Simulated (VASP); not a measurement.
# ScSi26C27 (a cell with a defect) in VASP: relaxation of the atoms with PBE

Aim: the relaxation of the atoms of ScSi26C27 (a cell with a defect) with PBE.

All numbers are computed with VASP 6.6.1; they aren't measurements. Logs are shortened: lines on timing, memory, paths and dates and some standing lists are left out, and cuts for length are marked.

## Step 1: The cell of the first run

The cell holds a defect, 54 atoms: a = 9.245 Å, b = 9.245 Å, c = 9.245 Å, α = 60.00°, β = 60.00°, γ = 60.00°.

## Step 2: Relaxation of the atoms, PBE

INCAR reads:

```
SYSTEM = ScSi26C27
PREC     = Accurate       ! precision mode
ENCUT    = 520            ! plane-wave cutoff, eV
EDIFF    = 1E-6           ! SCF threshold, eV
ISMEAR   = -1             ! smearing method
SIGMA    = 0.01           ! smearing width, eV
LREAL    = Auto         
LASPH    = .TRUE.         ! aspherical terms in the spheres
NELM     = 80             ! most SCF steps
ALGO     = Normal         ! electronic algorithm
ISIF     = 2              ! what is computed and relaxed
LWAVE    = .FALSE.        ! write WAVECAR
LCHARG   = .FALSE.        ! write CHGCAR
GGA      = PE             ! functional
IBRION   = 2              ! ionic algorithm
NSW      = 60             ! ionic steps
EDIFFG   = -0.03          ! ionic threshold
NELECT   = 224.0        
LUSENCCL = .FALSE.
```

KPOINTS reads:

```
regular mesh
0
G
  3 3 3
  0 0 0
```

POSCAR reads:

```
ScSi26C27
1.0
    0.0000000000      6.5370000000      6.5370000000
    6.5370000000      0.0000000000      6.5370000000
    6.5370000000      6.5370000000      0.0000000000
Sc Si C
1 26 27
Direct
    0.0000000000      0.0000000000      0.0000000000
    0.0000000000      0.0000000000      0.3333333333
    0.0000000000      0.0000000000      0.6666666667
    0.0000000000      0.3333333333      0.0000000000
    0.0000000000      0.3333333333      0.3333333333
    0.0000000000      0.3333333333      0.6666666667
    0.0000000000      0.6666666667      0.0000000000
    0.0000000000      0.6666666667      0.3333333333
    0.0000000000      0.6666666667      0.6666666667
    0.3333333333      0.0000000000      0.0000000000
    0.3333333333      0.0000000000      0.3333333333
    0.3333333333      0.0000000000      0.6666666667
    0.3333333333      0.3333333333      0.0000000000
    0.3333333333      0.3333333333      0.3333333333
    0.3333333333      0.3333333333      0.6666666667
    0.3333333333      0.6666666667      0.0000000000
    0.3333333333      0.6666666667      0.3333333333
    0.3333333333      0.6666666667      0.6666666667
    0.6666666667      0.0000000000      0.0000000000
    0.6666666667      0.0000000000      0.3333333333
    0.6666666667      0.0000000000      0.6666666667
    0.6666666667      0.3333333333      0.0000000000
    0.6666666667      0.3333333333      0.3333333333
    0.6666666667      0.3333333333      0.6666666667
    0.6666666667      0.6666666667      0.0000000000
    0.6666666667      0.6666666667      0.3333333333
    0.6666666667      0.6666666667      0.6666666667
    0.0833333333      0.0833333333      0.0833333333
    0.0833333333      0.0833333333      0.4166666667
    0.0833333333      0.0833333333      0.7500000000
    0.0833333333      0.4166666667      0.0833333333
    0.0833333333      0.4166666667      0.4166666667
    0.0833333333      0.4166666667      0.7500000000
    0.0833333333      0.7500000000      0.0833333333
    0.0833333333      0.7500000000      0.4166666667
    0.0833333333      0.7500000000      0.7500000000
    0.4166666667      0.0833333333      0.0833333333
    0.4166666667      0.0833333333      0.4166666667
    0.4166666667      0.0833333333      0.7500000000
    0.4166666667      0.4166666667      0.0833333333
    0.4166666667      0.4166666667      0.4166666667
    0.4166666667      0.4166666667      0.7500000000
    0.4166666667      0.7500000000      0.0833333333
    0.4166666667      0.7500000000      0.4166666667
    0.4166666667      0.7500000000      0.7500000000
    0.7500000000      0.0833333333      0.0833333333
    0.7500000000      0.0833333333      0.4166666667
    0.7500000000      0.0833333333      0.7500000000
    0.7500000000      0.4166666667      0.0833333333
    0.7500000000      0.4166666667      0.4166666667
    0.7500000000      0.4166666667      0.7500000000
    0.7500000000      0.7500000000      0.0833333333
    0.7500000000      0.7500000000      0.4166666667
    0.7500000000      0.7500000000      0.7500000000
```

Potentials or basis: VASP PAW PBE potentials, release 64 (Sc_sv, Si, C).

Started as:

```
$ cat potpaw_PBE.64/Sc_sv/POTCAR potpaw_PBE.64/Si/POTCAR potpaw_PBE.64/C/POTCAR > POTCAR
$ mpirun -np 1 vasp_std > vasp.out
```

OUTCAR:

```text
SYSTEM = ScSi26C27
   PREC = Accurate
   ENCUT = 520
   EDIFF = 1E-6
   ISMEAR = -1
   LREAL = Auto
   LASPH = .TRUE.
   NELM = 80
   ISIF = 2
   GGA = PE
   IBRION = 2
   NSW = 60
   EDIFFG = -0.03
   NELECT = 224.0

 ion  position               nearest neighbor table
   1  0.000  0.000  0.000-  28 1.89  30 1.89  34 1.89  46 1.89   7 3.08   8 3.08  10 3.08  12 3.08
                            16 3.08  19 3.08  20 3.08  22 3.08   2 3.08   3 3.08   4 3.08   6 3.08
   2  0.000  0.000  0.333-  28 1.89  29 1.89  35 1.89  47 1.89  10 3.08  11 3.08  17 3.08  20 3.08
                            23 3.08   1 3.08   4 3.08   5 3.08   8 3.08  21 3.08   9 3.08   3 3.08
   3  0.000  0.000  0.667-  30 1.89  29 1.89  36 1.89  48 1.89  12 3.08  18 3.08  19 3.08  21 3.08
                            24 3.08   1 3.08   6 3.08   7 3.08   9 3.08  11 3.08   5 3.08   2 3.08
   4  0.000  0.333  0.000-  28 1.89  31 1.89  33 1.89  49 1.89  10 3.08  13 3.08  15 3.08  22 3.08
                            23 3.08   1 3.08   2 3.08   5 3.08   6 3.08   9 3.08  25 3.08   7 3.08
   5  0.000  0.333  0.333-  29 1.89  31 1.89  50 1.89  32 1.89  14 3.08  23 3.08   2 3.08   4 3.08
                            11 3.08  13 3.08   3 3.08   7 3.08  24 3.08  26 3.08   6 3.08   8 3.08
   6  0.000  0.333  0.667-  30 1.89  32 1.89  33 1.89  51 1.89  15 3.08  22 3.08  24 3.08   1 3.08
                             3 3.08   4 3.08  12 3.08  14 3.08  27 3.08   8 3.08   9 3.08   5 3.08
   7  0.000  0.667  0.000-  34 1.89  31 1.89  36 1.89  52 1.89  16 3.08  18 3.08  19 3.08  25 3.08
                            26 3.08   1 3.08   3 3.08   8 3.08   9 3.08  13 3.08   5 3.08   4 3.08
   8  0.000  0.667  0.333-  32 1.89  34 1.89  35 1.89  53 1.89  17 3.08  20 3.08  26 3.08   1 3.08
                             2 3.08   7 3.08  16 3.08  14 3.08  27 3.08   5 3.08   9 3.08   6 3.08
   9  0.000  0.667  0.667-  36 1.89  35 1.89  33 1.89  54 1.89  25 3.08  27 3.08   3 3.08   7 3.08
[... 62 lines left out ...]
  53  0.750  0.750  0.417-   8 1.89  20 1.89  26 1.89  27 1.89
  54  0.750  0.750  0.750-  27 1.89  21 1.89  25 1.89   9 1.89

  LATTYP: Found a face centered cubic cell.
 ALAT       =    13.0740000000

  Lattice vectors:

 A1 = (   0.0000000000,   6.5370000000,   6.5370000000)
 A2 = (   6.5370000000,   0.0000000000,   6.5370000000)
 A3 = (   6.5370000000,   6.5370000000,   0.0000000000)

Analysis of symmetry for initial positions (statically):
=====================================================================
 Subroutine PRICEL returns:
 Original cell was already a primitive cell.

 Routine SETGRP: Setting up the symmetry group for a
 face centered cubic supercell.

 Subroutine GETGRP returns: Found 24 space group operations
 (whereof 24 operations were pure point group operations)
 out of a pool of 48 trial point group operations.

The static configuration has the point symmetry T_d .

Analysis of symmetry for dynamics (positions and initial velocities):
=====================================================================
 Subroutine PRICEL returns:
 Original cell was already a primitive cell.

[... 210 lines left out ...]
     AMIX_MAG =   1.60;   BMIX_MAG =  1.00
  volume/ion in A,a.u.               =      10.35        69.82
  Fermi-wavevector in a.u.,A,eV,Ry     =   1.207172  2.281224 19.827271  1.457263
  Thomas-Fermi vector in A             =   2.342817
   LORBIT       =      0    0 simple, 1 ext, 2 COOP (PROOUT), +10 PAW based schemes
   GGA     = PE    functional components
   LHFCALC =     F    Hartree Fock is set to
   AEXX    =    0.0000 exact exchange contribution
   IVDW    =     0    specifies the selected vdW correction
   LEPSILON=     F    determine dielectric tensor
   LRPA    =     F    only Hartree local field effects (RPA)
 conjugate gradient relaxation of ions
 non-spin polarized calculation
  energy-cutoff  :      520.00
  volume of cell :      558.68
 maximum number of plane-waves:     15070
 NGX is ok and might be reduce to    70
   NGX = 35   NGY = 35   NGZ = 35

--------------------------------------- Ionic step        1  -------------------------------------------

 number of electron     224.0000003 magnetization

 Free energy of the ion-electron system (eV)
  ---------------------------------------------------
  ext. energy  EPLUGINS =         0.00000000
  ---------------------------------------------------
  free energy    TOTEN  =      -393.72767606 eV

  energy without entropy =     -393.72767606  energy(sigma->0) =     -393.72767606

------------------------ aborting loop because EDIFF is reached ----------------------------------------

  FORCE on cell =-STRESS in cart. coord.  units (eV):
  Direction    XX          YY          ZZ          XY          YZ          ZX
  --------------------------------------------------------------------------------------
  -------------------------------------------------------------------------------------
  Total       37.8303064     37.8303064     37.8303064      0.0000000     -0.0000000      0.0000000
  in kB      108.4888212    108.4888212    108.4888212      0.0000000     -0.0000000      0.0000000
  external PRESSURE =     108.4888212 kB  Pullay stress =       0.0000000 kB
[... 603 lines left out ...]
--------------------------------------- Ionic step        8  -------------------------------------------

 number of electron     224.0000005 magnetization

 Free energy of the ion-electron system (eV)
  ---------------------------------------------------
  ext. energy  EPLUGINS =         0.00000000
  ---------------------------------------------------
  free energy    TOTEN  =      -395.92702876 eV

  energy without entropy =     -395.92702876  energy(sigma->0) =     -395.92702876

 E-fermi :   8.6962     XC(G=0): -11.4038

 val. band max:        8.3016796528   @ k =  -0.3333   0.3333   0.0000
 cond. band min:       9.5562840589   @ k =   0.3333   0.3333   0.0000
 fundamental gap:      1.2546044061
 Fermi energy:         8.6962275749

 k-point     1 :       0.0000    0.0000    0.0000
  band No.  band energies     occupation
      1     -38.6887      2.00000
      2     -17.5387      2.00000
      3     -17.5387      2.00000
      4     -17.5387      2.00000
      5      -7.3595      2.00000
      6      -5.3834      2.00000
[... 497 lines left out ...]
    123      12.6053      0.00000
    124      12.7516      0.00000
 [bands above 124 left out]

------------------------ aborting loop because EDIFF is reached ----------------------------------------

  FORCE on cell =-STRESS in cart. coord.  units (eV):
  Direction    XX          YY          ZZ          XY          YZ          ZX
  --------------------------------------------------------------------------------------
  -------------------------------------------------------------------------------------
  Total       35.8716888     35.8716888     35.8716888     -0.0000000      0.0000000      0.0000000
  in kB      102.8719459    102.8719459    102.8719459     -0.0000000      0.0000000      0.0000000
  external PRESSURE =     102.8719459 kB  Pullay stress =       0.0000000 kB
[... 69 lines left out ...]
  FREE ENERGIE OF THE ION-ELECTRON SYSTEM (eV)
  ---------------------------------------------------
  free  energy   TOTEN  =      -395.9270287570 eV

  energy  without entropy=     -395.9270287570  energy(sigma->0) =     -395.92702876

 reached required accuracy - stopping structural energy minimisation
```

It took 14 min on 1 × NVIDIA H100 80GB with 1 thread of AMD EPYC 7R13 (Zen 3), shared host; peak memory 1.6 GiB.

What came out:

| Property | Result |
| --- | --- |
| Free energy | -395.9270 eV |
| Energy gained by relaxing | 40.7 meV/atom |
| Ionic steps | 8 |
| Largest force after relaxing | 0.013 eV/Å |

Forces on the atoms (eV/Å):
```
Sc   0.000  0.000  0.000
Si  -0.005 -0.005  0.009
Si   0.005  0.005  0.009
Si  -0.005  0.009 -0.005
Si   0.005 -0.005 -0.005
Si  -0.009  0.005 -0.005
Si   0.005  0.009  0.005
Si  -0.009 -0.005  0.005
Si  -0.005  0.005  0.005
Si   0.009 -0.005 -0.005
Si  -0.005  0.005 -0.005
Si   0.005 -0.009 -0.005
Si  -0.005 -0.005  0.005
Si   0.005  0.005  0.005
Si   0.000  0.000  0.013
Si   0.005 -0.005 -0.009
Si   0.000  0.013  0.000
Si  -0.013  0.000  0.000
Si   0.009  0.005  0.005
Si  -0.005 -0.009  0.005
Si   0.005 -0.005  0.005
Si  -0.005  0.005 -0.009
Si   0.013  0.000  0.000
Si   0.000 -0.013  0.000
Si   0.005  0.005 -0.005
Si   0.000  0.000 -0.013
Si  -0.005 -0.005 -0.005
C   -0.005 -0.005 -0.005
C    0.000  0.000 -0.003
C    0.005  0.005 -0.005
C    0.000 -0.003  0.000
C    0.003  0.000  0.000
C    0.006 -0.006 -0.004
C    0.005 -0.005  0.005
C    0.006 -0.004 -0.006
C    0.004 -0.006 -0.006
C   -0.003  0.000  0.000
C    0.000  0.003  0.000
C   -0.006  0.006 -0.004
C    0.000  0.000  0.003
C   -0.003 -0.003 -0.003
C    0.003  0.003 -0.003
C   -0.006 -0.004  0.006
C    0.003 -0.003  0.003
C    0.004  0.006  0.006
C   -0.005  0.005  0.005
C   -0.004  0.006 -0.006
C   -0.006  0.004 -0.006
C   -0.004 -0.006  0.006
C   -0.003  0.003  0.003
C    0.006  0.004  0.006
C   -0.006 -0.006  0.004
C    0.006  0.006  0.004
C    0.000  0.000  0.000
```

The path:
| step | energy change (eV) | largest force (eV/Å) | pressure (GPa) |
| --- | --- | --- | --- |
| 1 | 0.0000 | 6.0597 | 10.85 |
| 2 | -1.0514 | 2.7899 | 10.84 |
| 3 | -2.0344 | 0.8635 | 10.35 |
| 4 | -2.1402 | 0.4910 | 10.30 |
| 5 | -2.1931 | 0.1391 | 10.29 |
| 6 | -2.1989 | 0.0455 | 10.29 |
| 7 | -2.1989 | 0.0410 | 10.29 |
| 8 | -2.1994 | 0.0135 | 10.29 |

Caveat: the cell carries a net charge on a neutralising background, which shifts energy and pressure; the cell is charged against a uniform background, so pressure and absolute levels hang on convention.
